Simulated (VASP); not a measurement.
A run of VASP 6.6.1 is set up as follows.

File INCAR:

```
ALGO = Normal
EDIFF = 1E-8
ENCUT = 520
ISIF = 2
ISMEAR = -1
LASPH = True
LCHARG = False
LEFG = True
LREAL = False
LWAVE = False
NBANDS = 15
NELM = 60
PREC = Accurate
SIGMA = 0.01
```

File KPOINTS:

```
k-points
0
Gamma
  7 7 7
```

The input POSCAR:

```
BaS
1.0
    0.0000000000      3.1505859250      3.1505859250
    3.1505859250      0.0000000000      3.1505859250
    3.1505859250      3.1505859250      0.0000000000
Ba S
1 1
Direct
    0.0000000000      0.0000000000      0.0000000000
    0.5000000000      0.5000000000      0.5000000000
```

Potentials or basis: VASP PAW LDA potentials, release 64 (Ba_sv, S).

The run is started by

```bash
$ cat potpaw_LDA.64/Ba_sv/POTCAR potpaw_LDA.64/S/POTCAR > POTCAR
$ mpirun -np 1 vasp_std > vasp.out
```

Estimate the pressure.

0.0 GPa.

Predict the band gap on the k mesh.

1.89 eV (least direct gap 2.02 eV).

Caveat: spin-orbit coupling is left out, which moves the levels of the heavy elements; an odd mesh through Γ misses points on the zone boundary, where band edges can lie.
